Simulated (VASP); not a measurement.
# Pt in VASP: notebook

The runs below take Pt through single point, with RPBE.

Program: VASP 6.6.1. These are calculated values, not measurements. Logs are shortened: lines on timing, memory, paths and dates and some standing lists are left out, and cuts for length are marked.

**1. The cell of the first run**

The typed cell holds 2 atoms: a = 3.428 Å, b = 3.428 Å, c = 3.598 Å, α = 90.00°, β = 90.00°, γ = 134.91°.

**2. Single point, RPBE (14.98 Å³/atom)**

Contents of INCAR:

```
SYSTEM = Pt
PREC = Accurate ; ENCUT = 520
EDIFF = 1E-6 ; ISMEAR = -1
SIGMA = 0.1 ; LREAL = .False.
LASPH = .True. ; NELM = 100
ALGO = Normal ; ISIF = 2
LWAVE = .False. ; LCHARG = .False.
GGA = RP ; NBANDS = 17
```

Contents of KPOINTS:

```
Automatic mesh
0
Gamma
  14 14 10
  0 0 0
```

Contents of POSCAR:

```
Pt
1.0
   -2.0674523021      2.4103901544      1.2920030741
    2.4103901544     -2.0674523021      1.2920030741
    2.5007709494      2.5007709494     -0.6639117695
Pt
2
Direct
    0.0159211942      0.9840788058      0.0000000000
    0.7340788058      0.2659211942      0.5000000000
```

Potentials or basis: VASP PAW PBE potentials, release 64 (Pt).

On the command line:

```console
cat potpaw_PBE.64/Pt/POTCAR > POTCAR
mpirun -np 1 vasp_std > vasp.out
```

OUTCAR:

```text
SYSTEM = Pt
   PREC = Accurate
   ENCUT = 520
   EDIFF = 1E-6
   ISMEAR = -1
   LREAL = .False.
   LASPH = .True.
   NELM = 100
   ISIF = 2
   GGA = RP

 ion  position               nearest neighbor table
   1  0.016  0.984  0.000-   2 2.53   2 2.53   2 2.62   2 2.62   2 2.62   2 2.62
   2  0.734  0.266  0.500-   1 2.53   1 2.53   1 2.62   1 2.62   1 2.62   1 2.62

  LATTYP: Found a base centered monoclinic cell.
 ALAT       =     2.6291254278
 B/A-ratio  =     2.4086433706
 C/A-ratio  =     1.3686684283
 COS(beta)  =    -0.0000353102

  Lattice vectors:

 A1 = (  -2.0674523021,   2.4103901544,   1.2920030741)
 A2 = (   2.4103901544,  -2.0674523021,   1.2920030741)
 A3 = (   2.5007709494,   2.5007709494,  -0.6639117695)

Analysis of symmetry for initial positions (statically):
=====================================================================
 Subroutine PRICEL returns:
 Original cell was already a primitive cell.

 Routine SETGRP: Setting up the symmetry group for a
 base centered monoclinic supercell.

 Subroutine GETGRP returns: Found  4 space group operations
 (whereof  2 operations were pure point group operations)
 out of a pool of  4 trial point group operations.

The static configuration has the point symmetry C_2 .
 The point group associated with its full space group is C_2h.

Analysis of symmetry for dynamics (positions and initial velocities):
=====================================================================
 Subroutine PRICEL returns:
 Original cell was already a primitive cell.

 Routine SETGRP: Setting up the symmetry group for a
 base centered monoclinic supercell.

 Subroutine GETGRP returns: Found  4 space group operations
 (whereof  2 operations were pure point group operations)
 out of a pool of  4 trial point group operations.

The dynamic configuration has the point symmetry C_2 .
 The point group associated with its full space group is C_2h.

 Subroutine INISYM returns: Found  4 space group operations
 (whereof  2 operations are pure point group operations),
 and found     1 'primitive' translations

----------------------------------------------------------------------------------------

                                     Primitive cell

  volume of cell :      29.9554

  direct lattice vectors                    reciprocal lattice vectors
    -2.067452302  2.410390154  1.292003074    -0.062038890  0.161282946  0.373824752
     2.410390154 -2.067452302  1.292003074     0.161282946 -0.062038890  0.373824752
     2.500770949  2.500770949 -0.663911769     0.193133533  0.193133533 -0.051263654

  length of vectors
     3.428354075  3.428354075  3.598400967     0.411832439  0.411832439  0.277901215

  position of ions in fractional coordinates (direct lattice)
     0.015921194  0.984078806  1.000000000
     0.734078806  0.265921194  0.500000000

  ion indices of the primitive-cell ions
   primitive index   ion index
                 1           1
                 2           2

----------------------------------------------------------------------------------------

 KPOINTS: Automatic mesh

Automatic generation of k-mesh.
 Grid dimensions read from file:
 generate k-points for:   14   14   10

 Generating k-lattice:

  Cartesian coordinates                     Fractional coordinates (reciprocal lattice)
    -0.004431349  0.011520210  0.026701768     0.071428571  0.000000000  0.000000000
     0.011520210 -0.004431349  0.026701768     0.000000000  0.071428571  0.000000000
     0.019313353  0.019313353 -0.005126365    -0.000000000 -0.000000000  0.100000000

  Length of vectors
     0.029416603  0.029416603  0.027790121

  Shift w.r.t. Gamma in fractional coordinates (k-lattice)
     0.000000000  0.000000000  0.000000000

 Subroutine IBZKPT returns following result:
 ===========================================

 Found    534 irreducible k-points:

 Following reciprocal coordinates:
            Coordinates               Weight
  0.000000  0.000000  0.000000      1.000000
  0.071429  0.000000 -0.000000      4.000000
  0.142857  0.000000 -0.000000      4.000000
  0.214286  0.000000 -0.000000      4.000000
  0.285714  0.000000 -0.000000      4.000000
  0.357143  0.000000 -0.000000      4.000000
[... 16 lines left out ...]
  0.214286  0.142857 -0.000000      4.000000
  0.285714  0.142857 -0.000000      4.000000
 [... further k-points ...]
   k-points           NKPTS =    534   k-points in BZ     NKDIM =    534   number of bands    NBANDS=     17
   number of dos      NEDOS =    301   number of ions     NIONS =      2
   total plane-waves  NPLWV =  21952
   dimension x,y,z NGX =    28 NGY =   28 NGZ =   28
   dimension x,y,z NGXF=    56 NGYF=   56 NGZF=   56
   ions per type =               2
   NGX,Y,Z   is equivalent  to a cutoff of  13.58, 13.58, 12.94 a.u.
   NGXF,Y,Z  is equivalent  to a cutoff of  27.16, 27.16, 25.87 a.u.
 SYSTEM =  Pt
   PREC   = accura    normal or accurate (medium, high low for compatibility)
   ISTART =      0    job   : 0-new  1-cont  2-samecut
   ICHARG =      2    charge: 1-file 2-atom 10-const
   ISPIN  =      1    spin polarized calculation?
   LNONCOLLINEAR =      F non collinear calculations
   LSORBIT =      F    spin-orbit coupling
   LASPH  =      T    aspherical Exc in radial PAW
   ENCUT  =  520.0 eV  38.22 Ry    6.18 a.u.   6.37  6.37  6.69*2*pi/ulx,y,z
   NELM   =    100;   NELMIN=  2; NELMDL= -5     # of ELM steps
   EDIFF  = 0.1E-05   stopping-criterion for ELM
   LREAL  =      F    real-space projection
   EDIFFG = 0.1E-04   stopping-criterion for IOM
   NSW    =      0    number of steps for IOM
   IBRION =     -1    ionic relax: 0-MD 1-quasi-New 2-CG
   NFREE  =      0    steps in history (QN), initial steepest desc. (CG)
   ISIF   =      2    stress and relaxation
   ISYM   =      2    0-nonsym 1-usesym 2-fastsym
   POTIM  = 0.5000    time-step for ionic-motion
   TEBEG  =    0.0;   TEEND  =   0.0 temperature during run
   PSTRESS=    0.0 pullay stress
   NELECT =      20.0000    total number of electrons
   NUPDOWN=      -1.0000    fix difference up-down
   EMIN   =  10.00;   EMAX   =-10.00  energy-range for DOS
   EFERMI =   0.00;   METHOD = LEGACY
   ISMEAR =    -1;   SIGMA  =   0.10  broadening in eV -4-tet -1-fermi 0-gaus
   EFERMI_NEDOS =   21; number of points for ismear=-14 and -15
   IALGO  =     38    algorithm
   IMIX   =      4    mixing-type and parameters
     AMIX     =   0.40;   BMIX     =  1.00
     AMIX_MAG =   1.60;   BMIX_MAG =  1.00
  volume/ion in A,a.u.               =      14.98       101.07
  Fermi-wavevector in a.u.,A,eV,Ry     =   1.430847  2.703909 27.855532  2.047324
  Thomas-Fermi vector in A             =   2.550648
   LORBIT       =      0    0 simple, 1 ext, 2 COOP (PROOUT), +10 PAW based schemes
   GGA     = RP    functional components
   LHFCALC =     F    Hartree Fock is set to
   AEXX    =    0.0000 exact exchange contribution
   IVDW    =     0    specifies the selected vdW correction
   LEPSILON=     F    determine dielectric tensor
   LRPA    =     F    only Hartree local field effects (RPA)
 non-spin polarized calculation
  energy-cutoff  :      520.00
  volume of cell :       29.96
 maximum number of plane-waves:       820
 NGX is ok and might be reduce to    28
   NGX = 13   NGY = 13   NGZ = 13

 number of electron      19.9999997 magnetization

 Free energy of the ion-electron system (eV)
  ---------------------------------------------------
  ext. energy  EPLUGINS =         0.00000000
  ---------------------------------------------------
  free energy    TOTEN  =       -10.28699224 eV

  energy without entropy =      -10.22611790  energy(sigma->0) =      -10.25655507

 E-fermi :  11.7179     XC(G=0): -13.4022

 val. band max:       11.7153822631   @ k =  -0.2143  -0.0000   0.4000
 cond. band min:      11.7179387553   @ k =  -0.1429  -0.2857   0.1000
 fundamental gap:      0.0025564922
 Fermi energy:        11.7178549673

 k-point     1 :       0.0000    0.0000    0.0000
  band No.  band energies     occupation
      1       1.2577      2.00000
      2       4.2153      2.00000
      3       5.3236      2.00000
      4       5.4838      2.00000
      5       6.6200      2.00000
      6       9.1800      2.00000
[... 9 lines left out ...]
     16      28.4824      0.00000
     17      29.9342      0.00000

 k-point     2 :       0.0714    0.0000   -0.0000
  band No.  band energies     occupation
      1       1.4388      2.00000
      2       4.3057      2.00000
      3       5.4847      2.00000
      4       5.5030      2.00000
      5       6.7609      2.00000
      6       8.9730      2.00000
[... 9 lines left out ...]
     16      28.6490      0.00000
     17      29.5035      0.00000

 k-point     3 :       0.1429    0.0000   -0.0000
  band No.  band energies     occupation
      1       1.9572      2.00000
      2       4.5417      2.00000
      3       5.5441      2.00000
      4       5.9303      2.00000
      5       7.1792      2.00000
      6       8.3809      2.00000
[... 9 lines left out ...]
     16      28.2376      0.00000
     17      29.0709      0.00000

 k-point     4 :       0.2143    0.0000   -0.0000
  band No.  band energies     occupation
      1       2.7288      2.00000
      2       4.8282      2.00000
      3       5.5654      2.00000
      4       6.4923      2.00000
      5       7.5565      2.00000
      6       7.6480      2.00000
[... 9 lines left out ...]
     16      27.8585      0.00000
     17      29.4621      0.00000
[... 343 lines left out ...]
      1       3.3278      2.00000
      2       5.0278      2.00000
      3       5.3555      2.00000
      4       6.7952      2.00000
      5       7.4369      2.00000
      6       7.4782      2.00000
[... 9 lines left out ...]
     16      26.1525      0.00000
     17      28.4427      0.00000

 k-point    23 :       0.2143    0.1429   -0.0000
  band No.  band energies     occupation
      1       4.0837      2.00000
      2       5.1466      2.00000
      3       5.2183      2.00000
      4       6.4229      2.00000
      5       6.9738      2.00000
      6       7.6905      2.00000
[... 9 lines left out ...]
     16      26.8928      0.00000
     17      28.5076      0.00000

 k-point    24 :       0.2857    0.1429   -0.0000
  band No.  band energies     occupation
      1       4.5231      2.00000
      2       4.9648      2.00000
      3       5.1774      2.00000
      4       6.5444      2.00000
      5       6.6435      2.00000
      6       8.0328      2.00000
[... 9 lines left out ...]
     16      26.6354      0.00000
     17      29.1732      0.00000

 [... further k-points ...]

------------------------ aborting loop because EDIFF is reached ----------------------------------------

  FORCE on cell =-STRESS in cart. coord.  units (eV):
  Direction    XX          YY          ZZ          XY          YZ          ZX
  --------------------------------------------------------------------------------------
  -------------------------------------------------------------------------------------
  Total        6.6144841      6.6144841      6.8410246      0.5378653     -0.0423804     -0.0423804
  in kB      353.7788691    353.7788691    365.8954957     28.7679842     -2.2667364     -2.2667357
  external PRESSURE =     357.8177446 kB  Pullay stress =       0.0000000 kB

 VOLUME and BASIS-vectors are now :
 -----------------------------------------------------------------------------
  energy-cutoff  :      520.00
  volume of cell :       29.96
      direct lattice vectors                 reciprocal lattice vectors
    -2.067452302  2.410390154  1.292003074    -0.062038890  0.161282946  0.373824752
     2.410390154 -2.067452302  1.292003074     0.161282946 -0.062038890  0.373824752
     2.500770949  2.500770949 -0.663911769     0.193133533  0.193133533 -0.051263654

 POSITION                                       TOTAL-FORCE (eV/Angst)
 -----------------------------------------------------------------------------------
      2.33910     -1.99616      1.29200         0.068669     -0.068669      0.000000
      0.37369      2.47002      0.96005        -0.068669      0.068669     -0.000000
 -----------------------------------------------------------------------------------
    total drift:                               -0.000000     -0.000000      0.000000

  FREE ENERGIE OF THE ION-ELECTRON SYSTEM (eV)
  ---------------------------------------------------
  free  energy   TOTEN  =       -10.2869922400 eV

  energy  without entropy=      -10.2261178994  energy(sigma->0) =      -10.25655507
```

It took 2.5 min on 1 thread of AMD EPYC 9R45 (Zen 5), shared host; peak memory 0.31 GiB.

What came out:

```yaml
Free_energy: -10.2870 eV
Pressure: 35.8 GPa
Largest_force: 0.097 eV/Å
Band_gap_on_the_k_mesh: zero (bands 10 and 11 overlap by 2.01 eV)
```

Forces in eV/Å, atoms in the order of the input:
```
Pt   0.069 -0.069  0.000
Pt  -0.069  0.069  0.000
```

Levels at points of the mesh, in eV from the Fermi level:
```
           k point  band 7  band 8  band 9  band 10  band 11  band 12  band 13  band 14
(0.00, 0.00, 0.00)   -2.14   -2.00   -1.02    -0.55     0.87     3.52     7.43    10.88
(0.50, 0.00, 0.00)   -2.29   -2.08   -1.32     0.43     2.18     3.90     6.47    11.20
(0.50, 0.50, 0.00)   -3.48   -2.50   -1.60    -0.60    -0.20     0.21    11.56    11.89
(0.00, 0.00, 0.50)   -2.93   -2.93   -2.42    -2.42     0.31     0.31    12.52    12.52
(0.50, 0.00, 0.50)   -2.24   -2.24   -0.42    -0.42     2.85     2.85     7.80     7.80
(0.50, 0.50, 0.50)   -2.06   -2.06   -1.18    -1.18    -1.08    -1.08     5.24     5.24
```

Caveat: the cell stands under pressure; the PAW data sets were made with another functional, which shifts forces and pressure a little; spin-orbit coupling is left out, which moves the levels of the heavy elements.

(Part 1 of 2 ends here.)
